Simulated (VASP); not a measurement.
TaN, 2 atoms in the cell. Symmetry: Fmm2, No. 42, orthorhombic system. The conventional cell has a = 4.365 Å, b = 4.519 Å, c = 4.365 Å, α = 90.00°, β = 90.00°, γ = 90.00°. Ta (site symmetry mm2) has 6 N at 1.99 to 2.37 Å within 2.6 Å. Within 2.6 Å of N (site symmetry mm2) lie 6 Ta at 1.99 to 2.37 Å.  This cell differs from its parent crystal: atoms displaced along a vibrational mode, the cell strained.

```yaml
Program: VASP 6.6.1
Task: single point
Functional: PBE
Potentials_or_basis: VASP PAW PBE potentials, release 64 (Ta_pv, N)
Cutoff: 520 eV
k_mesh: 18 × 18 × 18
Occupations: gaussian, width 0.15 eV
Spin: no spin polarisation
Dipole_correction: no
Further_INCAR_settings: ALGO = Normal; EDIFF = 1e-07; NBANDS = 15
```

Potentials or basis: VASP PAW PBE potentials, release 64 (Ta_pv, N).

Run with:

```bash
$ cat potpaw_PBE.64/Ta_pv/POTCAR potpaw_PBE.64/N/POTCAR > POTCAR
$ mpirun -np 1 vasp_std > vasp.out
```

Hardware: 1 thread of AMD EPYC 9R45 96-Core Processor (Zen 5) (shared host).

**Question.** Estimate the wall time of this run.

**Answer.** It took 110 s on 1 thread of AMD EPYC 9R45 96-Core Processor (Zen 5), with other jobs on the host, peak memory 0.35 GiB. Counts: scf iterations 14, k points 865.
